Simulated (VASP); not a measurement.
# AgCl (P6_3mc) in VASP: single point with PBE

Aim: the single point of AgCl with PBE.

Everything below comes from runs of VASP 6.6.1. Logs are shortened: lines on timing, memory, paths and dates and some standing lists are left out, and cuts for length are marked.

### 1 The cell of the first run

The typed cell holds 4 atoms: a = 4.520 Å, b = 4.520 Å, c = 5.722 Å, α = 90.00°, β = 90.00°, γ = 120.00°.

### 2 Single point, PBE

INCAR reads:

```
PREC = Accurate
ENCUT = 520
EDIFF = 1E-6
ISMEAR = -1
SIGMA = 0.02
LREAL = False
LASPH = True
NELM = 100
ALGO = Normal
ISIF = 2
LWAVE = False
LCHARG = False
GGA = PE
NBANDS = 26
```

KPOINTS reads:

```
regular mesh
0
Gamma
  6 6 4
```

POSCAR reads:

```
AgCl
1.0
    4.5197418656      0.0000000000      0.0000000000
   -2.2598709328      3.9142112741      0.0000000000
    0.0000000000      0.0000000000      5.7224974848
Ag Cl
2 2
Direct
    0.3333333333      0.6666666667     -0.0622203589
    0.6666666667      0.3333333333      0.4377796411
    0.3333333333      0.6666666667      0.4372203589
    0.6666666667      0.3333333333      0.9372203589
```

Potentials or basis: VASP PAW PBE potentials, release 64 (Ag, Cl).

Run with:

```sh
cat potpaw_PBE.64/Ag/POTCAR potpaw_PBE.64/Cl/POTCAR > POTCAR
mpirun -np 1 vasp_std > vasp.out
```

OUTCAR:

```text
PREC = Accurate
   ENCUT = 520
   EDIFF = 1E-6
   ISMEAR = -1
   LREAL = False
   LASPH = True
   NELM = 100
   ISIF = 2
   GGA = PE

 ion  position               nearest neighbor table
   1  0.333  0.667  0.938-   4 2.61   4 2.61   4 2.61   3 2.86   3 2.86
   2  0.667  0.333  0.438-   3 2.61   3 2.61   3 2.61   4 2.86   4 2.86
   3  0.333  0.667  0.437-   2 2.61   2 2.61   2 2.61   1 2.86   1 2.86
   4  0.667  0.333  0.937-   1 2.61   1 2.61   1 2.61   2 2.86   2 2.86

  LATTYP: Found a hexagonal cell.
 ALAT       =     4.5197418656
 C/A-ratio  =     1.2661115734

  Lattice vectors:

 A1 = (   4.5197418656,   0.0000000000,   0.0000000000)
 A2 = (  -2.2598709328,   3.9142112741,   0.0000000000)
 A3 = (   0.0000000000,   0.0000000000,   5.7224974848)

Analysis of symmetry for initial positions (statically):
=====================================================================
 Subroutine PRICEL returns:
 Original cell was already a primitive cell.

 Routine SETGRP: Setting up the symmetry group for a
 hexagonal supercell.

 Subroutine GETGRP returns: Found 12 space group operations
 (whereof  6 operations were pure point group operations)
 out of a pool of 24 trial point group operations.

The static configuration has the point symmetry C_3v.
 The point group associated with its full space group is C_6v.

Analysis of symmetry for dynamics (positions and initial velocities):
=====================================================================
 Subroutine PRICEL returns:
 Original cell was already a primitive cell.

 Routine SETGRP: Setting up the symmetry group for a
 hexagonal supercell.

 Subroutine GETGRP returns: Found 12 space group operations
 (whereof  6 operations were pure point group operations)
 out of a pool of 24 trial point group operations.

The dynamic configuration has the point symmetry C_3v.
 The point group associated with its full space group is C_6v.

 Subroutine INISYM returns: Found 12 space group operations
 (whereof  6 operations are pure point group operations),
 and found     1 'primitive' translations

----------------------------------------------------------------------------------------

                                     Primitive cell

  volume of cell :     101.2380

  direct lattice vectors                    reciprocal lattice vectors
     4.519741866  0.000000000  0.000000000     0.221251574  0.127739656  0.000000000
    -2.259870933  3.914211274  0.000000000     0.000000000  0.255479311  0.000000000
     0.000000000  0.000000000  5.722497485     0.000000000  0.000000000  0.174748875

  length of vectors
     4.519741866  4.519741866  5.722497485     0.255479311  0.255479311  0.174748875

  position of ions in fractional coordinates (direct lattice)
     0.333333333  0.666666667  0.937779641
     0.666666667  0.333333333  0.437779641
     0.333333333  0.666666667  0.437220359
     0.666666667  0.333333333  0.937220359

  ion indices of the primitive-cell ions
   primitive index   ion index
                 1           1
                 2           2
                 3           3
                 4           4

----------------------------------------------------------------------------------------

 KPOINTS: regular mesh

Automatic generation of k-mesh.
 Grid dimensions read from file:
 generate k-points for:    6    6    4

 Generating k-lattice:

  Cartesian coordinates                     Fractional coordinates (reciprocal lattice)
     0.036875262  0.021289943  0.000000000     0.166666667 -0.000000000  0.000000000
     0.000000000  0.042579885  0.000000000     0.000000000  0.166666667  0.000000000
     0.000000000  0.000000000  0.043687219     0.000000000  0.000000000  0.250000000

  Length of vectors
     0.042579885  0.042579885  0.043687219

  Shift w.r.t. Gamma in fractional coordinates (k-lattice)
     0.000000000  0.000000000  0.000000000

 Subroutine IBZKPT returns following result:
 ===========================================

 Found     21 irreducible k-points:

 Following reciprocal coordinates:
            Coordinates               Weight
  0.000000  0.000000  0.000000      1.000000
  0.166667  0.000000  0.000000      6.000000
  0.333333  0.000000  0.000000      6.000000
  0.500000 -0.000000  0.000000      3.000000
  0.166667  0.166667  0.000000      6.000000
  0.333333  0.166667  0.000000     12.000000
[... 13 lines left out ...]
  0.333333  0.166667  0.500000     12.000000
  0.333333  0.333333  0.500000      2.000000
   k-points           NKPTS =     21   k-points in BZ     NKDIM =     21   number of bands    NBANDS=     26
   number of dos      NEDOS =    301   number of ions     NIONS =      4
   total plane-waves  NPLWV =  62208
   dimension x,y,z NGX =    36 NGY =   36 NGZ =   48
   dimension x,y,z NGXF=    72 NGYF=   72 NGZF=   96
   ions per type =               2   2
   NGX,Y,Z   is equivalent  to a cutoff of  13.24, 13.24, 13.94 a.u.
   NGXF,Y,Z  is equivalent  to a cutoff of  26.48, 26.48, 27.89 a.u.
 SYSTEM =  unknown system
   PREC   = accura    normal or accurate (medium, high low for compatibility)
   ISTART =      0    job   : 0-new  1-cont  2-samecut
   ICHARG =      2    charge: 1-file 2-atom 10-const
   ISPIN  =      1    spin polarized calculation?
   LNONCOLLINEAR =      F non collinear calculations
   LSORBIT =      F    spin-orbit coupling
   LASPH  =      T    aspherical Exc in radial PAW
   ENCUT  =  520.0 eV  38.22 Ry    6.18 a.u.   8.40  8.40 10.64*2*pi/ulx,y,z
   NELM   =    100;   NELMIN=  2; NELMDL= -5     # of ELM steps
   EDIFF  = 0.1E-05   stopping-criterion for ELM
   LREAL  =      F    real-space projection
   EDIFFG = 0.1E-04   stopping-criterion for IOM
   NSW    =      0    number of steps for IOM
   IBRION =     -1    ionic relax: 0-MD 1-quasi-New 2-CG
   NFREE  =      0    steps in history (QN), initial steepest desc. (CG)
   ISIF   =      2    stress and relaxation
   ISYM   =      2    0-nonsym 1-usesym 2-fastsym
   POTIM  = 0.5000    time-step for ionic-motion
   TEBEG  =    0.0;   TEEND  =   0.0 temperature during run
   PSTRESS=    0.0 pullay stress
   NELECT =      36.0000    total number of electrons
   NUPDOWN=      -1.0000    fix difference up-down
   EMIN   =  10.00;   EMAX   =-10.00  energy-range for DOS
   EFERMI =   0.00;   METHOD = LEGACY
   ISMEAR =    -1;   SIGMA  =   0.02  broadening in eV -4-tet -1-fermi 0-gaus
   EFERMI_NEDOS =   21; number of points for ismear=-14 and -15
   IALGO  =     38    algorithm
   IMIX   =      4    mixing-type and parameters
     AMIX     =   0.40;   BMIX     =  1.00
     AMIX_MAG =   1.60;   BMIX_MAG =  1.00
  volume/ion in A,a.u.               =      25.31       170.80
  Fermi-wavevector in a.u.,A,eV,Ry     =   1.159830  2.191762 18.302647  1.345207
  Thomas-Fermi vector in A             =   2.296419
   LORBIT       =      0    0 simple, 1 ext, 2 COOP (PROOUT), +10 PAW based schemes
   GGA     = PE    functional components
   LHFCALC =     F    Hartree Fock is set to
   AEXX    =    0.0000 exact exchange contribution
   IVDW    =     0    specifies the selected vdW correction
   LEPSILON=     F    determine dielectric tensor
   LRPA    =     F    only Hartree local field effects (RPA)
 non-spin polarized calculation
  energy-cutoff  :      520.00
  volume of cell :      101.24
 maximum number of plane-waves:      2763
 NGX is ok and might be reduce to    36
   NGX = 17   NGY = 17   NGZ = 21

 number of electron      35.9999990 magnetization

 Free energy of the ion-electron system (eV)
  ---------------------------------------------------
  ext. energy  EPLUGINS =         0.00000000
  ---------------------------------------------------
  free energy    TOTEN  =       -10.84386770 eV

  energy without entropy =      -10.84386770  energy(sigma->0) =      -10.84386770

 E-fermi :   2.5430     XC(G=0):  -8.8403

 val. band max:        2.1134727335   @ k =   0.3333   0.3333   0.5000
 cond. band min:       3.4769378700   @ k =   0.0000   0.0000   0.0000
 fundamental gap:      1.3634651365
 Fermi energy:         2.5430071980

 k-point     1 :       0.0000    0.0000    0.0000
  band No.  band energies     occupation
      1     -12.6889      2.00000
      2     -12.3119      2.00000
      3      -2.0272      2.00000
      4      -2.0272      2.00000
      5      -1.8075      2.00000
      6      -1.8075      2.00000
[... 18 lines left out ...]
     25      10.5717      0.00000
     26      12.7375      0.00000

 k-point     2 :       0.1667    0.0000    0.0000
  band No.  band energies     occupation
      1     -12.6461      2.00000
      2     -12.3124      2.00000
      3      -2.0427      2.00000
      4      -1.9559      2.00000
      5      -1.8409      2.00000
      6      -1.6752      2.00000
[... 18 lines left out ...]
     25      11.0208      0.00000
     26      12.1407      0.00000

 k-point     3 :       0.3333    0.0000    0.0000
  band No.  band energies     occupation
      1     -12.5464      2.00000
      2     -12.3270      2.00000
      3      -2.0958      2.00000
      4      -1.7983      2.00000
      5      -1.7775      2.00000
      6      -1.5424      2.00000
[... 18 lines left out ...]
     25      11.4213      0.00000
     26      12.1733      0.00000

 k-point     4 :       0.5000   -0.0000    0.0000
  band No.  band energies     occupation
      1     -12.4778      2.00000
      2     -12.3527      2.00000
      3      -2.1220      2.00000
      4      -1.7183      2.00000
      5      -1.6658      2.00000
      6      -1.4022      2.00000
[... 18 lines left out ...]
     25      12.0613      0.00000
     26      12.3063      0.00000
[... 409 lines left out ...]
      1     -12.4278      2.00000
      2     -12.4278      2.00000
      3      -2.2524      2.00000
      4      -2.2524      2.00000
      5      -1.7171      2.00000
      6      -1.7171      2.00000
[... 18 lines left out ...]
     25      10.6790      0.00000
     26      10.6790      0.00000

 k-point    20 :       0.3333    0.1667    0.5000
  band No.  band energies     occupation
      1     -12.3930      2.00000
      2     -12.3930      2.00000
      3      -2.3224      2.00000
      4      -2.3224      2.00000
      5      -1.5783      2.00000
      6      -1.5783      2.00000
[... 18 lines left out ...]
     25      11.3285      0.00000
     26      11.3285      0.00000

 k-point    21 :       0.3333    0.3333    0.5000
  band No.  band energies     occupation
      1     -12.3814      2.00000
      2     -12.3814      2.00000
      3      -2.3128      2.00000
      4      -2.3128      2.00000
      5      -1.5476      2.00000
      6      -1.5476      2.00000
[... 18 lines left out ...]
     25      11.4481      0.00000
     26      11.4481      0.00000

------------------------ aborting loop because EDIFF is reached ----------------------------------------

  FORCE on cell =-STRESS in cart. coord.  units (eV):
  Direction    XX          YY          ZZ          XY          YZ          ZX
  --------------------------------------------------------------------------------------
  -------------------------------------------------------------------------------------
  Total        0.6102163      0.6102163      0.8979499      0.0000000      0.0000000      0.0000000
  in kB        9.6571920      9.6571920     14.2108217      0.0000000      0.0000000      0.0000000
  external PRESSURE =      11.1750686 kB  Pullay stress =       0.0000000 kB

 VOLUME and BASIS-vectors are now :
 -----------------------------------------------------------------------------
  energy-cutoff  :      520.00
  volume of cell :      101.24
      direct lattice vectors                 reciprocal lattice vectors
     4.519741866  0.000000000  0.000000000     0.221251574  0.127739656  0.000000000
    -2.259870933  3.914211274  0.000000000     0.000000000  0.255479311  0.000000000
     0.000000000  0.000000000  5.722497485     0.000000000  0.000000000  0.174748875

 POSITION                                       TOTAL-FORCE (eV/Angst)
 -----------------------------------------------------------------------------------
     -0.00000      2.60947      5.36644        -0.000000     -0.000000     -0.001613
      2.25987      1.30474      2.50519        -0.000000      0.000000     -0.001613
     -0.00000      2.60947      2.50199         0.000000      0.000000      0.001613
      2.25987      1.30474      5.36324        -0.000000     -0.000000      0.001613
 -----------------------------------------------------------------------------------
    total drift:                               -0.000000      0.000000      0.000096

  FREE ENERGIE OF THE ION-ELECTRON SYSTEM (eV)
  ---------------------------------------------------
  free  energy   TOTEN  =       -10.8438676958 eV

  energy  without entropy=      -10.8438676957  energy(sigma->0) =      -10.84386770
```

Wall time 20 s (1 thread of Intel Xeon 6975P-C (Granite Rapids), shared host); peak memory 0.25 GiB.

What came out:

```
Free energy            : -10.8439 eV
Pressure               : 1.1 GPa
Band gap on the k mesh : 1.36 eV, indirect (least direct gap 1.39 eV)
```

Stress tensor (GPa, compression positive):
```
0.97 0.00 0.00
0.00 0.97 0.00
0.00 0.00 1.42
```

Levels at points of the mesh, in eV from the valence-band top:
```
           k point  band 14  band 15  band 16  band 17  band 18  band 19  band 20  band 21  band 22  band 23
(0.00, 0.00, 0.00)    -1.59    -0.32    -0.32    -0.03    -0.03     1.36     3.04     7.45     7.45     8.39
(0.50, 0.00, 0.00)    -1.43    -1.42    -1.39    -1.39    -1.01     4.02     4.39     6.15     7.54     8.69
(0.00, 0.00, 0.50)    -1.01    -0.13    -0.13    -0.13    -0.13     3.46     3.46     7.34     7.34     7.34
(0.50, 0.00, 0.50)    -1.61    -1.12    -1.12    -0.13    -0.13     4.82     4.82     6.27     6.27     7.78
```

A k mesh can miss the band edges. PBE gaps usually lie below the measured ones, often by a third to a half.
